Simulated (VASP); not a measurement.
# Mo (R-3m) in VASP: notebook

The runs below take Mo through single point, with LDA.

Program: VASP 6.6.1. These are calculated values, not measurements. Logs are shortened: lines on timing, memory, paths and dates and some standing lists are left out, and cuts for length are marked.

**1. The cell of the first run**

It takes space group R-3m (No. 166, trigonal). The conventional cell has a = 5.022 Å, b = 5.022 Å, c = 2.068 Å, α = 90.00°, β = 90.00°, γ = 120.00°. Mo (site symmetry -3m) has 2 Mo at 2.07 Å within 2.7 Å.

**2. Single point, LDA (15.06 Å³/atom)**

File INCAR:

```
  PREC = Accurate
  ENCUT = 520
  EDIFF = 1E-6
  ISMEAR = 0
  SIGMA = 0.15
  LREAL = F
  LASPH = T
  NELM = 100
  ALGO = Fast
  ISIF = 2
  LWAVE = F
  LCHARG = F
  GGA = CA
  NBANDS = 13
```

File KPOINTS:

```
regular mesh
0
Gamma
  22 22 22
```

File POSCAR:

```
Mo
1.0
   -1.9694913195      1.5818078291      1.5818078291
    1.5818078291     -1.9694913195      1.5818078291
    1.5818078291      1.5818078291     -1.9694913195
Mo
1
Direct
    0.0000000000      0.0000000000      0.0000000000
```

Potentials or basis: VASP PAW LDA potentials, release 64 (Mo_sv).

Command:

```bash
cat potpaw_LDA.64/Mo_sv/POTCAR > POTCAR
mpirun -np 1 vasp_std > vasp.out
```

OUTCAR:

```text
PREC = Accurate
   ENCUT = 520
   EDIFF = 1E-6
   ISMEAR = 0
   LREAL = F
   LASPH = T
   NELM = 100
   ISIF = 2
   GGA = CA

 ion  position               nearest neighbor table
   1  0.000  0.000  0.000-

  LATTYP: Found a trigonal (rhomboedric) cell.
 ALAT       =     2.9804576954
 COS(alpha) =    -0.4197392560

  Lattice vectors:

 A1 = (  -1.9694913195,   1.5818078291,   1.5818078291)
 A2 = (   1.5818078291,  -1.9694913195,   1.5818078291)
 A3 = (   1.5818078291,   1.5818078291,  -1.9694913195)

Analysis of symmetry for initial positions (statically):
=====================================================================
 Subroutine PRICEL returns:
 Original cell was already a primitive cell.

 Routine SETGRP: Setting up the symmetry group for a
 trigonal (rhombohedral) supercell.

 Subroutine GETGRP returns: Found 12 space group operations
 (whereof 12 operations were pure point group operations)
 out of a pool of 12 trial point group operations.

The static configuration has the point symmetry D_3d.

Analysis of symmetry for dynamics (positions and initial velocities):
=====================================================================
 Subroutine PRICEL returns:
 Original cell was already a primitive cell.

 Routine SETGRP: Setting up the symmetry group for a
 trigonal (rhombohedral) supercell.

 Subroutine GETGRP returns: Found 12 space group operations
 (whereof 12 operations were pure point group operations)
 out of a pool of 12 trial point group operations.

The dynamic configuration has the point symmetry D_3d.

 Subroutine INISYM returns: Found 12 space group operations
 (whereof 12 operations are pure point group operations),
 and found     1 'primitive' translations

----------------------------------------------------------------------------------------

                                     Primitive cell

  volume of cell :      15.0600

  direct lattice vectors                    reciprocal lattice vectors
    -1.969491319  1.581807829  1.581807829     0.091419849  0.373006941  0.373006941
     1.581807829 -1.969491319  1.581807829     0.373006941  0.091419849  0.373006941
     1.581807829  1.581807829 -1.969491319     0.373006941  0.373006941  0.091419849

  length of vectors
     2.980457695  2.980457695  2.980457695     0.535374584  0.535374584  0.535374584

  position of ions in fractional coordinates (direct lattice)
     0.000000000  0.000000000  0.000000000

  ion indices of the primitive-cell ions
   primitive index   ion index
                 1           1

----------------------------------------------------------------------------------------

 KPOINTS: regular mesh

Automatic generation of k-mesh.
 Grid dimensions read from file:
 generate k-points for:   22   22   22

 Generating k-lattice:

  Cartesian coordinates                     Fractional coordinates (reciprocal lattice)
     0.004155448  0.016954861  0.016954861     0.045454545  0.000000000  0.000000000
     0.016954861  0.004155448  0.016954861     0.000000000  0.045454545  0.000000000
     0.016954861  0.016954861  0.004155448     0.000000000  0.000000000  0.045454545

  Length of vectors
     0.024335208  0.024335208  0.024335208

  Shift w.r.t. Gamma in fractional coordinates (k-lattice)
     0.000000000  0.000000000  0.000000000

 Subroutine IBZKPT returns following result:
 ===========================================

 Found   1024 irreducible k-points:

 Following reciprocal coordinates:
            Coordinates               Weight
  0.000000  0.000000  0.000000      1.000000
  0.045455  0.000000  0.000000      6.000000
  0.090909  0.000000  0.000000      6.000000
  0.136364  0.000000  0.000000      6.000000
  0.181818  0.000000  0.000000      6.000000
  0.227273  0.000000  0.000000      6.000000
[... 16 lines left out ...]
  0.500000  0.045455  0.000000     12.000000
 -0.454545  0.045455  0.000000     12.000000
 [... further k-points ...]
   k-points           NKPTS =   1024   k-points in BZ     NKDIM =   1024   number of bands    NBANDS=     13
   number of dos      NEDOS =    301   number of ions     NIONS =      1
   total plane-waves  NPLWV =  13824
   dimension x,y,z NGX =    24 NGY =   24 NGZ =   24
   dimension x,y,z NGXF=    48 NGYF=   48 NGZF=   48
   ions per type =               1
   NGX,Y,Z   is equivalent  to a cutoff of  13.39, 13.39, 13.39 a.u.
   NGXF,Y,Z  is equivalent  to a cutoff of  26.77, 26.77, 26.77 a.u.
 SYSTEM =  unknown system
   PREC   = accura    normal or accurate (medium, high low for compatibility)
   ISTART =      0    job   : 0-new  1-cont  2-samecut
   ICHARG =      2    charge: 1-file 2-atom 10-const
   ISPIN  =      1    spin polarized calculation?
   LNONCOLLINEAR =      F non collinear calculations
   LSORBIT =      F    spin-orbit coupling
   LASPH  =      T    aspherical Exc in radial PAW
   ENCUT  =  520.0 eV  38.22 Ry    6.18 a.u.   5.54  5.54  5.54*2*pi/ulx,y,z
   NELM   =    100;   NELMIN=  2; NELMDL= -5     # of ELM steps
   EDIFF  = 0.1E-05   stopping-criterion for ELM
   LREAL  =      F    real-space projection
   EDIFFG = 0.1E-04   stopping-criterion for IOM
   NSW    =      0    number of steps for IOM
   IBRION =     -1    ionic relax: 0-MD 1-quasi-New 2-CG
   NFREE  =      0    steps in history (QN), initial steepest desc. (CG)
   ISIF   =      2    stress and relaxation
   ISYM   =      2    0-nonsym 1-usesym 2-fastsym
   POTIM  = 0.5000    time-step for ionic-motion
   TEBEG  =    0.0;   TEEND  =   0.0 temperature during run
   PSTRESS=    0.0 pullay stress
   NELECT =      14.0000    total number of electrons
   NUPDOWN=      -1.0000    fix difference up-down
   EMIN   =  10.00;   EMAX   =-10.00  energy-range for DOS
   EFERMI =   0.00;   METHOD = LEGACY
   ISMEAR =     0;   SIGMA  =   0.15  broadening in eV -4-tet -1-fermi 0-gaus
   EFERMI_NEDOS =   21; number of points for ismear=-14 and -15
   IALGO  =     68    algorithm
   IMIX   =      4    mixing-type and parameters
     AMIX     =   0.40;   BMIX     =  1.00
     AMIX_MAG =   1.60;   BMIX_MAG =  1.00
  volume/ion in A,a.u.               =      15.06       101.63
  Fermi-wavevector in a.u.,A,eV,Ry     =   1.597752  3.019314 34.733127  2.552813
  Thomas-Fermi vector in A             =   2.695309
   LORBIT       =      0    0 simple, 1 ext, 2 COOP (PROOUT), +10 PAW based schemes
   GGA     = CA    functional components
   LHFCALC =     F    Hartree Fock is set to
   AEXX    =    0.0000 exact exchange contribution
   IVDW    =     0    specifies the selected vdW correction
   LEPSILON=     F    determine dielectric tensor
   LRPA    =     F    only Hartree local field effects (RPA)
 non-spin polarized calculation
 RMM-DIIS sequential band-by-band and
 Gauss-broadening in eV      SIGMA  =   0.15
  energy-cutoff  :      520.00
  volume of cell :       15.06
 maximum number of plane-waves:       426
 NGX is ok and might be reduce to    24
   NGX = 11   NGY = 11   NGZ = 11

 number of electron      13.9999998 magnetization

 Free energy of the ion-electron system (eV)
  ---------------------------------------------------
  ext. energy  EPLUGINS =         0.00000000
  ---------------------------------------------------
  free energy    TOTEN  =       -10.26713982 eV

  energy without entropy =      -10.25777517  energy(sigma->0) =      -10.26245749

 E-fermi :  13.1157     XC(G=0): -13.6195

 val. band max:       13.1146906545   @ k =   0.3636   0.2273   0.1818
 cond. band min:      13.1158589359   @ k =  -0.2727  -0.2727   0.1364
 fundamental gap:      0.0011682814
 Fermi energy:        13.1157453137

 k-point     1 :       0.0000    0.0000    0.0000
  band No.  band energies     occupation
      1     -48.7400      2.00000
      2     -22.1148      2.00000
      3     -22.1148      2.00000
      4     -18.7994      2.00000
      5       5.4482      2.00000
      6       7.9021      2.00000
      7      10.9233      2.00000
      8      10.9233      2.00000
      9      18.8132      0.00000
     10      18.8132      0.00000
     11      23.8650      0.00000
     12      30.4769      0.00000
     13      30.4769      0.00000

 k-point     2 :       0.0455    0.0000    0.0000
  band No.  band energies     occupation
      1     -48.7084      2.00000
      2     -22.1019      2.00000
      3     -22.0961      2.00000
      4     -18.9913      2.00000
      5       5.5409      2.00000
      6       8.2143      2.00000
      7      10.9418      2.00000
      8      10.9931      2.00000
      9      18.3321      0.00000
     10      18.4022      0.00000
     11      23.9933      0.00000
     12      31.0185      0.00000
     13      31.0365      0.00000

 k-point     3 :       0.0909    0.0000    0.0000
  band No.  band energies     occupation
      1     -48.6151      2.00000
      2     -22.0641      2.00000
      3     -22.0413      2.00000
      4     -19.5345      2.00000
      5       5.8143      2.00000
      6       9.1169      2.00000
      7      10.9971      2.00000
      8      11.2011      2.00000
      9      17.1351      0.00000
     10      17.3661      0.00000
     11      24.3704      0.00000
     12      32.4079      0.00000
     13      32.4324      0.00000

 k-point     4 :       0.1364    0.0000    0.0000
  band No.  band energies     occupation
      1     -48.4649      2.00000
      2     -22.0036      2.00000
      3     -21.9540      2.00000
      4     -20.3463      2.00000
      5       6.2543      2.00000
      6      10.5199      2.00000
      7      11.0844      2.00000
      8      11.5415      2.00000
      9      15.6351      0.00000
     10      16.0504      0.00000
     11      24.9700      0.00000
     12      33.9003      0.00000
     13      34.3048      0.00000

 k-point     5 :       0.1818    0.0000    0.0000
  band No.  band energies     occupation
      1     -48.2662      2.00000
      2     -21.9267      2.00000
      3     -21.8401      2.00000
      4     -21.3219      2.00000
      5       6.8303      2.00000
      6      11.1811      2.00000
      7      12.0002      2.00000
      8      12.3030      2.00000
      9      14.1236      0.00000
     10      14.7155      0.00000
     11      25.7349      0.00000
     12      34.3485      0.00000
     13      34.4989      0.00000
[... 257 lines left out ...]
 k-point    22 :       0.4545    0.0455    0.0000
  band No.  band energies     occupation
      1     -46.9217      2.00000
      2     -26.2844      2.00000
      3     -21.3807      2.00000
      4     -21.1246      2.00000
      5       6.7190      2.00000
      6       8.4652      2.00000
      7      13.7024      0.00000
      8      14.5080      0.00000
      9      16.7670      0.00000
     10      18.7354      0.00000
     11      24.3847      0.00000
     12      30.5950      0.00000
     13      31.0272      0.00000

 k-point    23 :       0.5000    0.0455    0.0000
  band No.  band energies     occupation
      1     -46.9625      2.00000
      2     -26.1557      2.00000
      3     -21.4158      2.00000
      4     -21.1500      2.00000
      5       6.7912      2.00000
      6       8.5845      2.00000
      7      13.5709      0.00002
      8      14.3957      0.00000
      9      17.4227      0.00000
     10      18.1213      0.00000
     11      24.5016      0.00000
     12      30.4073      0.00000
     13      30.7675      0.00000

 k-point    24 :      -0.4545    0.0455    0.0000
  band No.  band energies     occupation
      1     -47.0850      2.00000
      2     -25.7745      2.00000
      3     -21.4818      2.00000
      4     -21.2164      2.00000
      5       7.0862      2.00000
      6       8.9340      2.00000
      7      13.2300      0.28118
      8      13.8779      0.00000
      9      16.4190      0.00000
     10      19.0176      0.00000
     11      25.0031      0.00000
     12      29.6359      0.00000
     13      30.8326      0.00000

 [... further k-points ...]

------------------------ aborting loop because EDIFF is reached ----------------------------------------

  FORCE on cell =-STRESS in cart. coord.  units (eV):
  Direction    XX          YY          ZZ          XY          YZ          ZX
  --------------------------------------------------------------------------------------
  -------------------------------------------------------------------------------------
  Total        4.8431986      4.8431986      4.8431986      6.1436671      6.1436671      6.1436671
  in kB      515.2509464    515.2509464    515.2509464    653.6032393    653.6032393    653.6032393
  external PRESSURE =     515.2509464 kB  Pullay stress =       0.0000000 kB

 VOLUME and BASIS-vectors are now :
 -----------------------------------------------------------------------------
  energy-cutoff  :      520.00
  volume of cell :       15.06
      direct lattice vectors                 reciprocal lattice vectors
    -1.969491319  1.581807829  1.581807829     0.091419849  0.373006941  0.373006941
     1.581807829 -1.969491319  1.581807829     0.373006941  0.091419849  0.373006941
     1.581807829  1.581807829 -1.969491319     0.373006941  0.373006941  0.091419849

 POSITION                                       TOTAL-FORCE (eV/Angst)
 -----------------------------------------------------------------------------------
      0.00000      0.00000      0.00000        -0.000000     -0.000000      0.000000
 -----------------------------------------------------------------------------------
    total drift:                               -0.000000      0.000000     -0.000000

  FREE ENERGIE OF THE ION-ELECTRON SYSTEM (eV)
  ---------------------------------------------------
  free  energy   TOTEN  =       -10.2671398182 eV

  energy  without entropy=      -10.2577751703  energy(sigma->0) =      -10.26245749
```

Wall time 2 min (1 thread of Intel Xeon Platinum 8259CL at 2.50GHz (Skylake/Cascade Lake), shared host); peak memory 0.29 GiB.

Results:

```yaml
Free_energy: -10.2671 eV
Pressure: 51.5 GPa
Band_gap_on_the_k_mesh: zero (bands 7 and 8 overlap by 4.52 eV)
```

Caveat: atoms lie so close that the PAW spheres overlap strongly, which falsifies energies and pressures; the cell stands under pressure.

**3. Single point, LDA (15.06 Å³/atom)**

File INCAR:

```
SYSTEM = Mo
PREC = Accurate ; ENCUT = 520
EDIFF = 1E-6 ; ISMEAR = 0
SIGMA = 0.15 ; LREAL = .False.
LASPH = .True. ; NELM = 80
ALGO = Fast ; ISIF = 2
LWAVE = .False. ; LCHARG = .True.
LELF = .True. ; LVHAR = .True.
NBANDS = 13
```

File KPOINTS:

```
regular mesh
0
Gamma
  22 22 22
  0 0 0
```

File POSCAR:

```
Mo
1.0
   -1.3496564192      1.5626425505      1.5626425505
    1.5626425505     -1.3496564192      1.5626425505
    1.5626425505      1.5626425505     -1.3496564192
Mo
1
Direct
    0.0000000000      0.0000000000      0.0000000000
```

Potentials or basis: VASP PAW LDA potentials, release 64 (Mo_sv).

Command:

```bash
cat potpaw_LDA.64/Mo_sv/POTCAR > POTCAR
mpirun -np 1 vasp_std > vasp.out
```

It took 2.1 min on 1 thread of Intel Xeon Platinum 8259CL at 2.50GHz (Skylake/Cascade Lake), shared host; peak memory 0.28 GiB.

Results (log left out):

```yaml
Free_energy: -11.9071 eV
Pressure: 7.2 GPa
Band_gap_on_the_k_mesh: zero (bands 7 and 8 overlap by 2.69 eV)
```

Stress tensor (GPa, compression positive):
```
  7.16 -11.13 -11.13
-11.13   7.16 -11.13
-11.13 -11.13   7.16
```

Levels at points of the mesh, in eV from the Fermi level:
| k point | band 5 | band 6 | band 7 | band 8 | band 9 | band 10 |
| --- | --- | --- | --- | --- | --- | --- |
| (0.00, 0.00, 0.00) | -7.40 | -3.05 | -3.05 | 0.57 | 2.30 | 2.30 |
| (0.50, 0.00, 0.00) | -5.43 | -4.04 | 0.81 | 2.44 | 2.62 | 3.61 |
| (0.50, 0.50, 0.00) | -5.94 | -3.65 | 1.50 | 1.58 | 2.93 | 5.77 |
| (0.50, 0.50, 0.50) | -5.86 | -5.86 | 1.20 | 5.41 | 5.41 | 7.88 |

Caveat: the cell stands under pressure.

**4. Single point, LDA (12.65 Å³/atom)**

This run uses another cell than the first one, of 12.65 Å³/atom.

File INCAR:

```
ALGO     = Fast           # electronic algorithm
EDIFF    = 1E-6           # SCF threshold, eV
ENCUT    = 520            # plane-wave cutoff, eV
ISIF     = 2              # what is computed and relaxed
ISMEAR   = 0              # smearing method
LASPH    = True           # aspherical terms in the spheres
LCHARG   = False          # write CHGCAR
LREAL    = False          # projectors in reciprocal space
LWAVE    = False          # write WAVECAR
NBANDS   = 13             # bands
NELM     = 100            # most SCF steps
PREC     = Accurate       # precision mode
SIGMA    = 0.15           # smearing width, eV
```

File KPOINTS:

```
k-points
0
Gamma
  22 22 22
```

File POSCAR:

```
Mo
1.0
   -2.0574880180      1.5223084466      1.5223084466
    1.5223084466     -2.0574880180      1.5223084466
    1.5223084466      1.5223084466     -2.0574880180
Mo
1
Direct
    0.0000000000      0.0000000000      0.0000000000
```

Command:

```bash
cat potpaw_LDA.64/Mo_sv/POTCAR > POTCAR
mpirun -np 1 vasp_std > vasp.out
```

Run time: 71 s. Hardware: 1 thread of Intel Xeon 6975P-C (Granite Rapids), shared host; peak memory 0.27 GiB.

The run converged. Its results:

| Quantity | Value |
| --- | --- |
| Free energy | -2.8352 eV |
| Pressure | 303.2 GPa |
| Band gap on the k mesh | zero (bands 7 and 8 overlap by 6.31 eV) |

Stress tensor (GPa, compression positive):
```
303.21 281.47 281.47
281.47 303.21 281.47
281.47 281.47 303.21
```

Levels at points of the mesh, in eV from the Fermi level:
```csv
k point,band 4,band 5,band 6,band 7,band 8,band 9,band 10,band 11
"(0.00, 0.00, 0.00)",-26.05,-11.04,-4.43,-4.43,-3.13,8.83,12.08,12.08
"(0.50, 0.00, 0.00)",-33.18,-9.86,-8.79,1.75,2.86,5.75,6.29,12.03
"(0.50, 0.50, 0.00)",-26.07,-8.70,-5.65,-0.67,0.07,7.93,10.83,12.17
"(0.50, 0.50, 0.50)",-33.48,-10.07,-10.07,3.18,3.18,10.58,10.69,10.69
```

Caveat: atoms lie so close that the PAW spheres overlap strongly, which falsifies energies and pressures; the cell stands under pressure.

**5. Single point, LDA (13.45 Å³/atom)**

This run uses another cell than the first one, of 13.45 Å³/atom.

File INCAR:

```
SYSTEM = Mo
PREC = Accurate
ENCUT = 520
EDIFF = 1E-6
ISMEAR = 0
SIGMA = 0.15
LREAL = .False.
LASPH = .True.
NELM = 80
ALGO = Fast
ISIF = 2
LWAVE = .False.
LCHARG = .False.
NBANDS = 13
```

File KPOINTS:

```
Automatic mesh
0
Gamma
  22 22 22
  0 0 0
```

File POSCAR:

```
Mo
1.0
   -0.6857921219      1.6143659258      1.6143659258
    1.6143659258     -0.6857921219      1.6143659258
    1.6143659258      1.6143659258     -0.6857921219
Mo
1
Direct
    0.0000000000      0.0000000000      0.0000000000
```

Command:

```bash
cat potpaw_LDA.64/Mo_sv/POTCAR > POTCAR
mpirun -np 1 vasp_std > vasp.out
```

Wall time 61 s (1 thread of Intel Xeon 6975P-C (Granite Rapids), shared host); peak memory 0.26 GiB.

The run converged. Its results:

```yaml
Free_energy: -10.4353 eV
Pressure: 72.2 GPa
Band_gap_on_the_k_mesh: zero (bands 7 and 8 overlap by 3.45 eV)
```

Stress tensor (GPa, compression positive):
```
72.22 12.48 12.48
12.48 72.22 12.48
12.48 12.48 72.22
```

Levels at points of the mesh, in eV from the Fermi level:
```tsv
k point	band 5	band 6	band 7	band 8	band 9	band 10
(0.00, 0.00, 0.00)	-7.28	-5.78	-5.78	5.13	5.13	5.36
(0.50, 0.00, 0.00)	-4.62	-4.12	0.50	0.58	0.98	5.67
(0.50, 0.50, 0.00)	-7.71	-3.07	1.59	1.87	6.70	8.32
(0.50, 0.50, 0.50)	-6.27	-5.15	-5.15	6.92	8.93	8.93
```

Caveat: the cell stands under pressure.

**6. Summary**

```csv
cell,gap on the mesh (eV),pressure (GPa)
"a = 2.980 Å, angles 114.8°, 1 atom",none,51.5
"a = 2.589 Å, angles 105.4°, 1 atom",none,7.2
"a = 2.978 Å, angles 116.4°, 1 atom",none,303.2
"a = 2.384 Å, angles 86.0°, 1 atom",none,72.2
```

Alike in all rows: task single point; level LDA; potentials or basis VASP PAW LDA potentials, release 64 (Mo_sv); no spin polarisation; k mesh 22 × 22 × 22; cutoff (eV) 520; smearing gaussian 0.15 eV.

Caveats: the cell stands under pressure; atoms lie so close that the PAW spheres overlap strongly, which falsifies energies and pressures (at least some runs).

Total energies depend on the potentials used, so only differences within one code and one set of settings carry meaning.
